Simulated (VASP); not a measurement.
A run of VASP 6.6.1:

INCAR

```
SYSTEM = NiO
ALGO = Normal ; EDIFF = 1E-6
ENCUT = 520 ; GGA = PS
ISIF = 2 ; ISMEAR = 0
ISPIN = 2 ; LASPH = .True.
LCHARG = .False. ; LMAXMIX = 4
LORBIT = 11 ; LREAL = .False.
LWAVE = .False. ; MAGMOM = 1.14 0.2
NBANDS = 19 ; NELM = 150
PREC = Accurate ; SIGMA = 0.15
```

The input KPOINTS:

```
k-points
0
Gamma
  26 26 26
  0 0 0
```

File POSCAR:

```
NiO
1.0
    0.0000000000      2.0580571376      2.0580571376
    2.0580571376      0.0000000000      2.0580571376
    2.0580571376      2.0580571376      0.0000000000
Ni O
1 1
Direct
    0.0000000000      0.0000000000      0.0000000000
    0.5000000000      0.5000000000      0.5000000000
```

Potentials or basis: VASP PAW PBE potentials, release 64 (Ni, O).

The run is started by

```bash
$ cat potpaw_PBE.64/Ni/POTCAR potpaw_PBE.64/O/POTCAR > POTCAR
$ mpirun -np 1 vasp_std > vasp.out
```

Hardware: 1 thread of Intel(R) Xeon(R) Platinum 8259CL CPU @ 2.50GHz (Skylake/Cascade Lake), on a shared host.

Q: How long does it take, and how much memory?

A: Run time: 4.3 min on 1 thread of Intel(R) Xeon(R) Platinum 8259CL CPU @ 2.50GHz (Skylake/Cascade Lake) (shared host), peak memory 0.36 GiB. Counts: scf iterations 17, k points 511.
